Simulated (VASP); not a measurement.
# AlN (Fm-3m) in VASP: vibrations by perturbation theory with PBE

Aim: the vibrations by perturbation theory of AlN with PBE.

The COD entry that gives the cell may itself be a prediction, so a difference from it is no test against experiment.

Program: VASP 6.6.1. These are calculated values, not measurements. Logs are shortened: lines on timing, memory, paths and dates and some standing lists are left out, and cuts for length are marked.

## Step 1: The cell of the first run

It takes space group Fm-3m (No. 225, cubic). The conventional cell has a = 3.938 Å, b = 3.938 Å, c = 3.938 Å, α = 90.00°, β = 90.00°, γ = 90.00°. Al (site symmetry m-3m) has 6 N at 1.97 Å within 2.6 Å. N (site symmetry m-3m) has 6 Al at 1.97 Å within 2.6 Å.

## Step 2: Vibrations by perturbation theory, PBE

Contents of INCAR:

```
SYSTEM = AlN
PREC = Accurate ; ENCUT = 520
EDIFF = 1E-8 ; ISMEAR = 0
SIGMA = 0.01 ; LREAL = .False.
LASPH = .True. ; NELM = 80
ALGO = Normal ; ISIF = 2
LWAVE = .False. ; LCHARG = .True.
GGA = PE ; NBANDS = 11
IBRION = 8 ; NSW = 1
LEPSILON = .True.
```

Contents of KPOINTS:

```
regular mesh
0
Gamma
  8 8 8
  0 0 0
```

Contents of POSCAR:

```
AlN
1.0
    0.0000000000      1.9690000000      1.9690000000
    1.9690000000      0.0000000000      1.9690000000
    1.9690000000      1.9690000000      0.0000000000
Al N
1 1
Direct
    0.0000000000      0.0000000000      0.0000000000
    0.5000000000      0.5000000000      0.5000000000
```

Potentials or basis: VASP PAW PBE potentials, release 64 (Al, N).

Launch:

```bash
$ cat potpaw_PBE.64/Al/POTCAR potpaw_PBE.64/N/POTCAR > POTCAR
$ mpirun -np 1 vasp_std > vasp.out
```

OUTCAR:

```text
SYSTEM = AlN
   PREC = Accurate
   ENCUT = 520
   EDIFF = 1E-8
   ISMEAR = 0
   LREAL = .False.
   LASPH = .True.
   NELM = 80
   ISIF = 2
   GGA = PE
   IBRION = 8
   NSW = 1
   LEPSILON = .True.

 ion  position               nearest neighbor table
   1  0.000  0.000  0.000-   2 1.97   2 1.97   2 1.97   2 1.97   2 1.97   2 1.97
   2  0.500  0.500  0.500-   1 1.97   1 1.97   1 1.97   1 1.97   1 1.97   1 1.97

  LATTYP: Found a face centered cubic cell.
 ALAT       =     3.9380000000

  Lattice vectors:

 A1 = (   0.0000000000,   1.9690000000,   1.9690000000)
 A2 = (   1.9690000000,   0.0000000000,   1.9690000000)
 A3 = (   1.9690000000,   1.9690000000,   0.0000000000)

Analysis of symmetry for initial positions (statically):
=====================================================================
 Subroutine PRICEL returns:
 Original cell was already a primitive cell.

 Routine SETGRP: Setting up the symmetry group for a
 face centered cubic supercell.

 Subroutine GETGRP returns: Found 48 space group operations
 (whereof 48 operations were pure point group operations)
 out of a pool of 48 trial point group operations.

The static configuration has the point symmetry O_h .

Analysis of symmetry for dynamics (positions and initial velocities):
=====================================================================
 Subroutine PRICEL returns:
 Original cell was already a primitive cell.

 Routine SETGRP: Setting up the symmetry group for a
 face centered cubic supercell.

 Subroutine GETGRP returns: Found 48 space group operations
 (whereof 48 operations were pure point group operations)
 out of a pool of 48 trial point group operations.

The dynamic configuration has the point symmetry O_h .

 Subroutine INISYM returns: Found 48 space group operations
 (whereof 48 operations are pure point group operations),
 and found     1 'primitive' translations
[... 568 lines left out ...]
    -0.02368  0.00000 -0.00000
    -0.00000  0.01482  0.00000
     0.00000  0.00000  0.01482

 MACROSCOPIC STATIC DIELECTRIC TENSOR (including local field effects in DFT)
 ------------------------------------------------------
           4.920234    -0.000000    -0.000000
           0.000000     4.920234    -0.000000
          -0.000000     0.000000     4.920234
 ------------------------------------------------------

 PIEZOELECTRIC TENSOR (including local field effects)  for field in x, y, z        (e  Angst)
          XX          YY          ZZ          XY          YZ          ZX
  --------------------------------------------------------------------------------
  x     0.00000     0.00000     0.00000     0.00000     0.00000     0.00000
  y     0.00000     0.00000     0.00000     0.00000     0.00000     0.00000
  z     0.00000     0.00000     0.00000     0.00000     0.00000     0.00000

 PIEZOELECTRIC TENSOR (including local field effects)  for field in x, y, z        (C/m^2)
          XX          YY          ZZ          XY          YZ          ZX
  --------------------------------------------------------------------------------
  x     0.00000     0.00000     0.00000     0.00000     0.00000     0.00000
  y     0.00000     0.00000     0.00000     0.00000     0.00000     0.00000
  z     0.00000     0.00000     0.00000     0.00000     0.00000     0.00000

 BORN EFFECTIVE CHARGES (including local field effects) (in |e|, cummulative output)
 ---------------------------------------------------------------------------------
 ion    1
    1     2.90175    -0.00000     0.00000
    2     0.00000     2.90175     0.00000
    3     0.00000     0.00000     2.90175
 ion    2
    1    -2.90175     0.00000     0.00000
    2    -0.00000    -2.90175     0.00000
    3     0.00000     0.00000    -2.90175

 INTERNAL STRAIN TENSOR FOR ION    2 for displacements in x,y,z  (eV/Angst):
          X           Y           Z          XY          YZ          ZX
  --------------------------------------------------------------------------------
  x     0.00000     0.00000     0.00000     0.00000     0.00000     0.00000
  y     0.00000     0.00000     0.00000     0.00000     0.00000     0.00000
  z     0.00000     0.00000     0.00000     0.00000     0.00000     0.00000

 SECOND DERIVATIVES (NOT SYMMETRIZED)
 ------------------------------------
               1X          1Y          1Z          2X          2Y          2Z
  1X   -10.693355    0.000000    0.000000   10.693355    0.000000    0.000000
  1Y     0.000000  -10.693355    0.000000    0.000000   10.693355    0.000000
  1Z     0.000000    0.000000  -10.693355    0.000000    0.000000   10.693355
  2X    10.691661    0.000000    0.000000  -10.691661    0.000000    0.000000
  2Y     0.000000   10.691661    0.000000    0.000000  -10.691661    0.000000
  2Z     0.000000    0.000000   10.691661    0.000000    0.000000  -10.691661

 Eigenvectors and eigenvalues of the dynamical matrix
 ----------------------------------------------------

   1 f  =   16.837325 THz   105.792033 2PiTHz  561.632706 cm-1    69.633549 meV
             X         Y         Z           dx          dy          dz
      0.000000  0.000000  0.000000     0.000000    0.000000   -0.584528
      1.969000  1.969000  1.969000     0.000000    0.000000    0.811373
[... 21 lines left out ...]
   6 f/i=    0.000633 THz     0.003975 2PiTHz    0.021102 cm-1     0.002616 meV
             X         Y         Z           dx          dy          dz
      0.000000  0.000000  0.000000    -0.289734    0.757879    0.000000
      1.969000  1.969000  1.969000    -0.208729    0.545990    0.000000

--------------------------------------------------------------------------------------------------------

 MACROSCOPIC STATIC DIELECTRIC TENSOR IONIC CONTRIBUTION
 ------------------------------------------------------
           9.333410    -0.000000    -0.000000
          -0.000000     9.333410    -0.000000
          -0.000000    -0.000000     9.333410
 ------------------------------------------------------

 ELASTIC MODULI CONTR FROM IONIC RELAXATION (kBar)
 Direction    XX          YY          ZZ          XY          YZ          ZX
 --------------------------------------------------------------------------------
 XX           0.0000      0.0000      0.0000      0.0000      0.0000      0.0000
 YY           0.0000      0.0000      0.0000      0.0000      0.0000      0.0000
 ZZ           0.0000      0.0000      0.0000      0.0000      0.0000      0.0000
 XY           0.0000      0.0000      0.0000      0.0000      0.0000      0.0000
 YZ           0.0000      0.0000      0.0000      0.0000      0.0000      0.0000
 ZX           0.0000      0.0000      0.0000      0.0000      0.0000      0.0000
 --------------------------------------------------------------------------------

 PIEZOELECTRIC TENSOR IONIC CONTR  for field in x, y, z        (C/m^2)
          XX          YY          ZZ          XY          YZ          ZX
  --------------------------------------------------------------------------------
  x     0.00000     0.00000     0.00000     0.00000     0.00000     0.00000
  y     0.00000     0.00000     0.00000     0.00000     0.00000     0.00000
  z     0.00000     0.00000     0.00000     0.00000     0.00000     0.00000
```

OSZICAR:

```text
N       E                     dE             d eps       ncg     rms          rms(c)
DAV:   1     0.115715700618E+02    0.11572E+02   -0.40926E+03   670   0.631E+02
DAV:   2    -0.155258093671E+02   -0.27097E+02   -0.25745E+02   793   0.141E+02
[... 141 lines left out ...]
RMM:   6    -0.239332811028E+00   -0.10687E-04   -0.84337E-08  2094   0.223E-03    0.933E-04
RMM:   7    -0.239331044337E+00    0.17667E-05   -0.12823E-08  2111   0.102E-03    0.923E-05
RMM:   8    -0.239329863031E+00    0.11813E-05   -0.22310E-09  2201   0.130E-04    0.441E-05
RMM:   9    -0.239329611222E+00    0.25181E-06   -0.17819E-09  2217   0.895E-05    0.357E-06
RMM:  10    -0.239329652405E+00   -0.41183E-07   -0.55715E-10  2212   0.641E-05    0.688E-07
RMM:  11    -0.239329647747E+00    0.46573E-08    0.37559E-09  1936   0.628E-05    0.486E-07
 Linear response finished
```

stdout:

```text
POSCAR found type information on POSCAR AlN
 POSCAR found :  2 types and       2 ions
 scaLAPACK will be used
 LDA part: xc-table for (Slater+PW92), standard interpolation
 POSCAR, INCAR and KPOINTS ok, starting setup
 FFT: planning ... GRIDC
 FFT: planning ... GRID_SOFT
 FFT: planning ... GRID
 WAVECAR not read
 entering main loop
[... 23 lines left out ...]
  Direction:   3
 dielectric tensor                  component  3 :     0.182     0.985     4.920
 Linear response DOF=           2
 Linear response progress:
 first order change of Fermi-energy   0.13833E-04
 force on displaced ion       1 direction 1 : -10.693   0.000   0.000
 Born effective charge ion    1 direction 1 :   2.897   0.000   0.000
 Linear response progress:
 first order change of Fermi-energy   0.98222E-03
 force on displaced ion       2 direction 1 : -10.692   0.000   0.000
 Born effective charge ion    2 direction 1 :  -2.907   0.000   0.000
 Born effective charges drift removed
 Linear response finished
```

Wall time 50 s (1 thread of Intel Xeon 6975P-C, shared host); peak memory 0.16 GiB.

What came out:

* Electronic dielectric tensor (diagonal): 4.92
* Born charges (mean of the diagonal): Al +2.90; N -2.90 e
* Highest phonon frequency at Γ, LO-TO splitting left out: 562 cm⁻¹

Phonon frequencies in cm⁻¹ (negative: imaginary):
| q point | frequencies |
| --- | --- |
| (0.000, 0.000, 0.000) | 0 0 0 562 562 562 |

Electronic dielectric tensor:
```
4.92 0.00 0.00
0.00 4.92 0.00
0.00 0.00 4.92
```

Born effective charge tensors (e):
atom 1, Al
```
2.90 0.00 0.00
0.00 2.90 0.00
0.00 0.00 2.90
```
atom 2, N
```
-2.90  0.00  0.00
 0.00 -2.90  0.00
 0.00  0.00 -2.90
```

Caveat: the cell wasn't relaxed at this level first, which shifts response properties.
